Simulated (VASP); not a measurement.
# GaSb3 (Fm-3m) in VASP: notebook

Aim: see how the results for GaSb3 move with the level of theory and the settings. Levels: PBE, LDA. Tasks: single point.

Program: VASP 6.6.1. These are calculated values, not measurements. Logs are shortened: lines on timing, memory, paths and dates and some standing lists are left out, and cuts for length are marked.

### 1 The cell of the first run

Symmetry: Fm-3m, No. 225, cubic system. The conventional cell has a = 7.360 Å, b = 7.360 Å, c = 7.360 Å, α = 90.00°, β = 90.00°, γ = 90.00°. Within 4.2 Å of Sb (site symmetry m-3m) lie 8 Sb at 3.19 Å and 6 Ga at 3.68 Å. Sb (site symmetry -43m) has 10 Sb at 3.19 to 3.68 Å and 4 Ga at 3.19 Å within 4.2 Å. Ga (site symmetry m-3m) has 14 Sb at 3.19 to 3.68 Å within 4.2 Å.

### 2 Single point, PBE

INCAR reads:

```
SYSTEM = GaSb3
PREC = Accurate ; ENCUT = 500
EDIFF = 1E-6 ; ISMEAR = -1
SIGMA = 0.05 ; LREAL = .FALSE.
LASPH = .TRUE. ; NELM = 120
ALGO = Normal ; ISIF = 2
LWAVE = .FALSE. ; LCHARG = .FALSE.
GGA = PE ; NBANDS = 22
GGA_COMPAT = .FALSE.
```

KPOINTS reads:

```
Automatic mesh
0
G
  6 6 6
  0 0 0
```

POSCAR reads:

```
GaSb3
1.0
    0.0000000000      3.6801753734      3.6801753734
    3.6801753734      0.0000000000      3.6801753734
    3.6801753734      3.6801753734      0.0000000000
Sb Ga
3 1
Direct
    0.5000000000      0.5000000000      0.5000000000
    0.7500000000      0.7500000000      0.7500000000
    0.2500000000      0.2500000000      0.2500000000
    0.0000000000      0.0000000000      0.0000000000
```

Potentials or basis: VASP PAW PBE potentials, release 64 (Sb, Ga_d).

The run is started by

```sh
$ cat potpaw_PBE.64/Sb/POTCAR potpaw_PBE.64/Ga_d/POTCAR > POTCAR
$ mpirun -np 1 vasp_std > vasp.out
```

OUTCAR:

```text
SYSTEM = GaSb3
   PREC = Accurate
   ENCUT = 500
   EDIFF = 1E-6
   ISMEAR = -1
   LREAL = .FALSE.
   LASPH = .TRUE.
   NELM = 120
   ISIF = 2
   GGA = PE

 ion  position               nearest neighbor table
   1  0.500  0.500  0.500-   3 3.19   3 3.19   3 3.19   2 3.19   2 3.19   2 3.19   3 3.19   2 3.19

   2  0.750  0.750  0.750-   1 3.19   1 3.19   1 3.19   4 3.19   4 3.19   4 3.19   4 3.19   1 3.19
                             3 3.68   3 3.68   3 3.68   3 3.68   3 3.68   3 3.68
   3  0.250  0.250  0.250-   4 3.19   4 3.19   4 3.19   1 3.19   1 3.19   1 3.19   4 3.19   1 3.19
                             2 3.68   2 3.68   2 3.68   2 3.68   2 3.68   2 3.68
   4  0.000  0.000  0.000-   2 3.19   2 3.19   2 3.19   3 3.19   3 3.19   3 3.19   3 3.19   2 3.19

  LATTYP: Found a face centered cubic cell.
 ALAT       =     7.3603507468

  Lattice vectors:

 A1 = (   0.0000000000,   3.6801753734,   3.6801753734)
 A2 = (   3.6801753734,   0.0000000000,   3.6801753734)
 A3 = (   3.6801753734,   3.6801753734,   0.0000000000)

Analysis of symmetry for initial positions (statically):
=====================================================================
 Subroutine PRICEL returns:
 Original cell was already a primitive cell.

 Routine SETGRP: Setting up the symmetry group for a
 face centered cubic supercell.

 Subroutine GETGRP returns: Found 48 space group operations
 (whereof 48 operations were pure point group operations)
 out of a pool of 48 trial point group operations.

The static configuration has the point symmetry O_h .

Analysis of symmetry for dynamics (positions and initial velocities):
=====================================================================
 Subroutine PRICEL returns:
 Original cell was already a primitive cell.

 Routine SETGRP: Setting up the symmetry group for a
 face centered cubic supercell.

 Subroutine GETGRP returns: Found 48 space group operations
 (whereof 48 operations were pure point group operations)
 out of a pool of 48 trial point group operations.

The dynamic configuration has the point symmetry O_h .

 Subroutine INISYM returns: Found 48 space group operations
 (whereof 48 operations are pure point group operations),
 and found     1 'primitive' translations

----------------------------------------------------------------------------------------

                                     Primitive cell

  volume of cell :      99.6863

  direct lattice vectors                    reciprocal lattice vectors
     0.000000000  3.680175373  3.680175373    -0.135863091  0.135863091  0.135863091
     3.680175373  0.000000000  3.680175373     0.135863091 -0.135863091  0.135863091
     3.680175373  3.680175373  0.000000000     0.135863091  0.135863091 -0.135863091

  length of vectors
     5.204553925  5.204553925  5.204553925     0.235321776  0.235321776  0.235321776

  position of ions in fractional coordinates (direct lattice)
     0.500000000  0.500000000  0.500000000
     0.750000000  0.750000000  0.750000000
     0.250000000  0.250000000  0.250000000
     0.000000000  0.000000000  0.000000000

  ion indices of the primitive-cell ions
   primitive index   ion index
                 1           1
                 2           2
                 3           3
                 4           4

----------------------------------------------------------------------------------------

 KPOINTS: Automatic mesh

Automatic generation of k-mesh.
 Grid dimensions read from file:
 generate k-points for:    6    6    6

 Generating k-lattice:

  Cartesian coordinates                     Fractional coordinates (reciprocal lattice)
    -0.022643848  0.022643848  0.022643848     0.166666667  0.000000000  0.000000000
     0.022643848 -0.022643848  0.022643848     0.000000000  0.166666667  0.000000000
     0.022643848  0.022643848 -0.022643848     0.000000000  0.000000000  0.166666667

  Length of vectors
     0.039220296  0.039220296  0.039220296

  Shift w.r.t. Gamma in fractional coordinates (k-lattice)
     0.000000000  0.000000000  0.000000000

 Subroutine IBZKPT returns following result:
 ===========================================

 Found     16 irreducible k-points:

 Following reciprocal coordinates:
            Coordinates               Weight
  0.000000  0.000000  0.000000      1.000000
  0.166667  0.000000  0.000000      8.000000
  0.333333  0.000000  0.000000      8.000000
  0.500000  0.000000  0.000000      4.000000
  0.166667  0.166667  0.000000      6.000000
  0.333333  0.166667  0.000000     24.000000
[... 8 lines left out ...]
 -0.333333  0.333333  0.166667     24.000000
 -0.333333  0.500000  0.166667     12.000000
   k-points           NKPTS =     16   k-points in BZ     NKDIM =     16   number of bands    NBANDS=     22
   number of dos      NEDOS =    301   number of ions     NIONS =      4
   total plane-waves  NPLWV =  64000
   dimension x,y,z NGX =    40 NGY =   40 NGZ =   40
   dimension x,y,z NGXF=    80 NGYF=   80 NGZF=   80
   ions per type =               3   1
   NGX,Y,Z   is equivalent  to a cutoff of  12.78, 12.78, 12.78 a.u.
   NGXF,Y,Z  is equivalent  to a cutoff of  25.55, 25.55, 25.55 a.u.
 SYSTEM =  GaSb3
   PREC   = accura    normal or accurate (medium, high low for compatibility)
   ISTART =      0    job   : 0-new  1-cont  2-samecut
   ICHARG =      2    charge: 1-file 2-atom 10-const
   ISPIN  =      1    spin polarized calculation?
   LNONCOLLINEAR =      F non collinear calculations
   LSORBIT =      F    spin-orbit coupling
   LASPH  =      T    aspherical Exc in radial PAW
   ENCUT  =  500.0 eV  36.75 Ry    6.06 a.u.   9.49  9.49  9.49*2*pi/ulx,y,z
   NELM   =    120;   NELMIN=  2; NELMDL= -5     # of ELM steps
   EDIFF  = 0.1E-05   stopping-criterion for ELM
   LREAL  =      F    real-space projection
   EDIFFG = 0.1E-04   stopping-criterion for IOM
   NSW    =      0    number of steps for IOM
   IBRION =     -1    ionic relax: 0-MD 1-quasi-New 2-CG
   NFREE  =      0    steps in history (QN), initial steepest desc. (CG)
   ISIF   =      2    stress and relaxation
   ISYM   =      2    0-nonsym 1-usesym 2-fastsym
   POTIM  = 0.5000    time-step for ionic-motion
   TEBEG  =    0.0;   TEEND  =   0.0 temperature during run
   PSTRESS=    0.0 pullay stress
   NELECT =      28.0000    total number of electrons
   NUPDOWN=      -1.0000    fix difference up-down
   EMIN   =  10.00;   EMAX   =-10.00  energy-range for DOS
   EFERMI =   0.00;   METHOD = LEGACY
   ISMEAR =    -1;   SIGMA  =   0.05  broadening in eV -4-tet -1-fermi 0-gaus
   EFERMI_NEDOS =   21; number of points for ismear=-14 and -15
   IALGO  =     38    algorithm
   IMIX   =      4    mixing-type and parameters
     AMIX     =   0.40;   BMIX     =  1.00
     AMIX_MAG =   1.60;   BMIX_MAG =  1.00
  volume/ion in A,a.u.               =      24.92       168.18
  Fermi-wavevector in a.u.,A,eV,Ry     =   1.072134  2.026039 15.639501  1.149471
  Thomas-Fermi vector in A             =   2.207895
   LORBIT       =      0    0 simple, 1 ext, 2 COOP (PROOUT), +10 PAW based schemes
   GGA     = PE    functional components
   LHFCALC =     F    Hartree Fock is set to
   AEXX    =    0.0000 exact exchange contribution
   IVDW    =     0    specifies the selected vdW correction
   LEPSILON=     F    determine dielectric tensor
   LRPA    =     F    only Hartree local field effects (RPA)
 non-spin polarized calculation
  energy-cutoff  :      500.00
  volume of cell :       99.69
 maximum number of plane-waves:      2637
 NGX is ok and might be reduce to    40
   NGX = 19   NGY = 19   NGZ = 19

 number of electron      28.0000006 magnetization

 Free energy of the ion-electron system (eV)
  ---------------------------------------------------
  ext. energy  EPLUGINS =         0.00000000
  ---------------------------------------------------
  free energy    TOTEN  =       -14.44423581 eV

  energy without entropy =      -14.40884094  energy(sigma->0) =      -14.42653838

 E-fermi :   8.0956     XC(G=0): -10.3725

 val. band max:        8.0219663645   @ k =  -0.3333   0.3333   0.1667
 cond. band min:       8.1188317132   @ k =   0.3333   0.1667   0.0000
 fundamental gap:      0.0968653487
 Fermi energy:         8.0956070695

 k-point     1 :       0.0000    0.0000    0.0000
  band No.  band energies     occupation
      1      -6.9470      2.00000
      2      -6.9470      2.00000
      3      -6.9470      2.00000
      4      -6.9328      2.00000
      5      -6.9328      2.00000
      6      -4.7840      2.00000
[... 14 lines left out ...]
     21      15.0196      0.00000
     22      15.0196      0.00000

 k-point     2 :       0.1667    0.0000    0.0000
  band No.  band energies     occupation
      1      -6.9485      2.00000
      2      -6.9464      2.00000
      3      -6.9464      2.00000
      4      -6.9330      2.00000
      5      -6.9330      2.00000
      6      -4.5621      2.00000
[... 14 lines left out ...]
     21      13.3119      0.00000
     22      14.4565      0.00000

 k-point     3 :       0.3333    0.0000    0.0000
  band No.  band energies     occupation
      1      -6.9517      2.00000
      2      -6.9452      2.00000
      3      -6.9452      2.00000
      4      -6.9333      2.00000
      5      -6.9333      2.00000
      6      -3.9140      2.00000
[... 14 lines left out ...]
     21      12.6797      0.00000
     22      14.2962      0.00000
[... 276 lines left out ...]
 k-point    15 :      -0.3333    0.3333    0.1667
  band No.  band energies     occupation
      1      -6.9505      2.00000
      2      -6.9485      2.00000
      3      -6.9426      2.00000
      4      -6.9360      2.00000
      5      -6.9331      2.00000
      6      -2.5903      2.00000
[... 14 lines left out ...]
     21      13.0237      0.00000
     22      15.9135      0.00000

 k-point    16 :      -0.3333    0.5000    0.1667
  band No.  band energies     occupation
      1      -6.9535      2.00000
      2      -6.9459      2.00000
      3      -6.9418      2.00000
      4      -6.9374      2.00000
      5      -6.9326      2.00000
      6      -2.0708      2.00000
[... 14 lines left out ...]
     21      12.3764      0.00000
     22      15.1455      0.00000

------------------------ aborting loop because EDIFF is reached ----------------------------------------

  FORCE on cell =-STRESS in cart. coord.  units (eV):
  Direction    XX          YY          ZZ          XY          YZ          ZX
  --------------------------------------------------------------------------------------
  -------------------------------------------------------------------------------------
  Total        0.9026632      0.9026632      0.9026632     -0.0000000     -0.0000000      0.0000000
  in kB       14.5077740     14.5077740     14.5077740     -0.0000000     -0.0000000      0.0000000
  external PRESSURE =      14.5077740 kB  Pullay stress =       0.0000000 kB

 VOLUME and BASIS-vectors are now :
 -----------------------------------------------------------------------------
  energy-cutoff  :      500.00
  volume of cell :       99.69
      direct lattice vectors                 reciprocal lattice vectors
     0.000000000  3.680175373  3.680175373    -0.135863091  0.135863091  0.135863091
     3.680175373  0.000000000  3.680175373     0.135863091 -0.135863091  0.135863091
     3.680175373  3.680175373  0.000000000     0.135863091  0.135863091 -0.135863091

 POSITION                                       TOTAL-FORCE (eV/Angst)
 -----------------------------------------------------------------------------------
      3.68018      3.68018      3.68018        -0.000000     -0.000000      0.000000
      5.52026      5.52026      5.52026        -0.000000     -0.000000      0.000000
      1.84009      1.84009      1.84009         0.000000      0.000000     -0.000000
      0.00000      0.00000      0.00000         0.000000     -0.000000      0.000000
 -----------------------------------------------------------------------------------
    total drift:                               -0.000000      0.000000      0.000000

  FREE ENERGIE OF THE ION-ELECTRON SYSTEM (eV)
  ---------------------------------------------------
  free  energy   TOTEN  =       -14.4442358140 eV

  energy  without entropy=      -14.4088409439  energy(sigma->0) =      -14.42653838
```

Run time: 58 s. Hardware: 1 thread of Intel Xeon 8259CL, shared host; peak memory 0.24 GiB.

What came out:

| Quantity | Value |
| --- | --- |
| Free energy | -14.4442 eV |
| Pressure | 1.5 GPa |
| Band gap on the k mesh | zero (band 14 reaches 9.29 eV, above the bottom of band 15 at 5.45 eV) |

Levels at points of the mesh, in eV from the Fermi level:
```csv
k point,band 12,band 13,band 14,band 15,band 16,band 17
"(0.00, 0.00, 0.00)",-2.81,-2.64,-2.64,-2.64,-0.91,-0.91
"(0.50, 0.00, 0.00)",-2.88,-2.88,-0.44,-0.09,1.99,1.99
"(0.50, 0.50, 0.00)",0.63,0.97,0.98,0.98,1.81,1.81
```

Caveat: spin-orbit coupling is left out, which moves the levels of the heavy elements.

### 3 Single point, LDA

This run uses another cell than the first one, of 25.44 Å³/atom, 1.021 times its volume.

INCAR: that of step 2 with these lines changed.

```diff
@@ -7,3 +7,2 @@
 LWAVE = .FALSE. ; LCHARG = .FALSE.
-GGA = PE ; NBANDS = 22
-GGA_COMPAT = .FALSE.
+NBANDS = 22 ; GGA_COMPAT = .FALSE.
```

KPOINTS is that of step 2.

POSCAR reads:

```
GaSb3
1.0
    0.0000000000      3.7055566952      3.7055566952
    3.7055566952      0.0000000000      3.7055566952
    3.7055566952      3.7055566952      0.0000000000
Sb Ga
3 1
Direct
    0.5000000000      0.5000000000      0.5000000000
    0.7500000000      0.7500000000      0.7500000000
    0.2500000000      0.2500000000      0.2500000000
    0.0000000000      0.0000000000      0.0000000000
```

Potentials or basis: VASP PAW LDA potentials, release 64 (Sb, Ga_d).

The run is started by

```sh
$ cat potpaw_LDA.64/Sb/POTCAR potpaw_LDA.64/Ga_d/POTCAR > POTCAR
$ mpirun -np 1 vasp_std > vasp.out
```

OUTCAR:

```text
SYSTEM = GaSb3
   PREC = Accurate
   ENCUT = 500
   EDIFF = 1E-6
   ISMEAR = -1
   LREAL = .FALSE.
   LASPH = .TRUE.
   NELM = 120
   ISIF = 2

 ion  position               nearest neighbor table
   1  0.500  0.500  0.500-   3 3.21   3 3.21   3 3.21   2 3.21   3 3.21   2 3.21   2 3.21   2 3.21

   2  0.750  0.750  0.750-   1 3.21   1 3.21   1 3.21   1 3.21   4 3.21   4 3.21   4 3.21   4 3.21
                             3 3.71   3 3.71   3 3.71   3 3.71   3 3.71   3 3.71
   3  0.250  0.250  0.250-   4 3.21   4 3.21   4 3.21   1 3.21   4 3.21   1 3.21   1 3.21   1 3.21
                             2 3.71   2 3.71   2 3.71   2 3.71   2 3.71   2 3.71
   4  0.000  0.000  0.000-   2 3.21   2 3.21   2 3.21   2 3.21   3 3.21   3 3.21   3 3.21   3 3.21

  LATTYP: Found a face centered cubic cell.
 ALAT       =     7.4111133904

  Lattice vectors:

 A1 = (   0.0000000000,   3.7055566952,   3.7055566952)
 A2 = (   3.7055566952,   0.0000000000,   3.7055566952)
 A3 = (   3.7055566952,   3.7055566952,   0.0000000000)

Analysis of symmetry for initial positions (statically):
=====================================================================
 Subroutine PRICEL returns:
 Original cell was already a primitive cell.

 Routine SETGRP: Setting up the symmetry group for a
 face centered cubic supercell.

 Subroutine GETGRP returns: Found 48 space group operations
 (whereof 48 operations were pure point group operations)
 out of a pool of 48 trial point group operations.

The static configuration has the point symmetry O_h .

Analysis of symmetry for dynamics (positions and initial velocities):
=====================================================================
 Subroutine PRICEL returns:
 Original cell was already a primitive cell.

 Routine SETGRP: Setting up the symmetry group for a
 face centered cubic supercell.

 Subroutine GETGRP returns: Found 48 space group operations
 (whereof 48 operations were pure point group operations)
 out of a pool of 48 trial point group operations.
[... 114 lines left out ...]
   IMIX   =      4    mixing-type and parameters
     AMIX     =   0.40;   BMIX     =  1.00
     AMIX_MAG =   1.60;   BMIX_MAG =  1.00
  volume/ion in A,a.u.               =      25.44       171.68
  Fermi-wavevector in a.u.,A,eV,Ry     =   1.064790  2.012162 15.425989  1.133778
  Thomas-Fermi vector in A             =   2.200320
   LORBIT       =      0    0 simple, 1 ext, 2 COOP (PROOUT), +10 PAW based schemes
   GGA     = CA    functional components
   LHFCALC =     F    Hartree Fock is set to
   AEXX    =    0.0000 exact exchange contribution
   IVDW    =     0    specifies the selected vdW correction
   LEPSILON=     F    determine dielectric tensor
   LRPA    =     F    only Hartree local field effects (RPA)
 non-spin polarized calculation
  energy-cutoff  :      500.00
  volume of cell :      101.76
 maximum number of plane-waves:      2637
 NGX is ok and might be reduce to    40
   NGX = 19   NGY = 19   NGZ = 19

 number of electron      28.0000013 magnetization

 Free energy of the ion-electron system (eV)
  ---------------------------------------------------
  ext. energy  EPLUGINS =         0.00000000
  ---------------------------------------------------
  free energy    TOTEN  =       -17.15351991 eV

  energy without entropy =      -17.11738461  energy(sigma->0) =      -17.13545226

 E-fermi :   7.6816     XC(G=0): -10.4537

 val. band max:        7.6784292333   @ k =   0.5000   0.1667   0.0000
 cond. band min:       7.7220289312   @ k =   0.3333   0.1667   0.0000
 fundamental gap:      0.0435996979
 Fermi energy:         7.6816315165

 k-point     1 :       0.0000    0.0000    0.0000
  band No.  band energies     occupation
      1      -7.4151      2.00000
      2      -7.4151      2.00000
      3      -7.4151      2.00000
      4      -7.4016      2.00000
      5      -7.4016      2.00000
      6      -5.0406      2.00000
[... 389 lines left out ...]
     21      11.8841      0.00000
     22      14.6887      0.00000

------------------------ aborting loop because EDIFF is reached ----------------------------------------

  FORCE on cell =-STRESS in cart. coord.  units (eV):
  Direction    XX          YY          ZZ          XY          YZ          ZX
  --------------------------------------------------------------------------------------
  -------------------------------------------------------------------------------------
  Total       -2.2818513     -2.2818513     -2.2818513      0.0000000     -0.0000000     -0.0000000
  in kB      -35.9258895    -35.9258895    -35.9258895      0.0000000     -0.0000000     -0.0000000
  external PRESSURE =     -35.9258895 kB  Pullay stress =       0.0000000 kB

 VOLUME and BASIS-vectors are now :
 -----------------------------------------------------------------------------
  energy-cutoff  :      500.00
  volume of cell :      101.76
      direct lattice vectors                 reciprocal lattice vectors
     0.000000000  3.705556695  3.705556695    -0.134932492  0.134932492  0.134932492
     3.705556695  0.000000000  3.705556695     0.134932492 -0.134932492  0.134932492
     3.705556695  3.705556695  0.000000000     0.134932492  0.134932492 -0.134932492

 POSITION                                       TOTAL-FORCE (eV/Angst)
 -----------------------------------------------------------------------------------
      3.70556      3.70556      3.70556        -0.000000     -0.000000     -0.000000
      5.55834      5.55834      5.55834         0.000000      0.000000      0.000000
      1.85278      1.85278      1.85278        -0.000000     -0.000000     -0.000000
      0.00000      0.00000      0.00000        -0.000000     -0.000000     -0.000000
 -----------------------------------------------------------------------------------
    total drift:                               -0.000000      0.000000      0.000000

  FREE ENERGIE OF THE ION-ELECTRON SYSTEM (eV)
  ---------------------------------------------------
  free  energy   TOTEN  =       -17.1535199110 eV

  energy  without entropy=      -17.1173846098  energy(sigma->0) =      -17.13545226
```

Wall time 50 s (1 thread of Intel Xeon 8259CL, shared host); peak memory 0.21 GiB.

What came out:

- Free energy: -17.1535 eV
- Pressure: -3.6 GPa
- Band gap on the k mesh: zero (band 14 reaches 8.83 eV, above the bottom of band 15 at 5.13 eV)

Caveat: spin-orbit coupling is left out, which moves the levels of the heavy elements.

(Continued in part 2 of 2.)
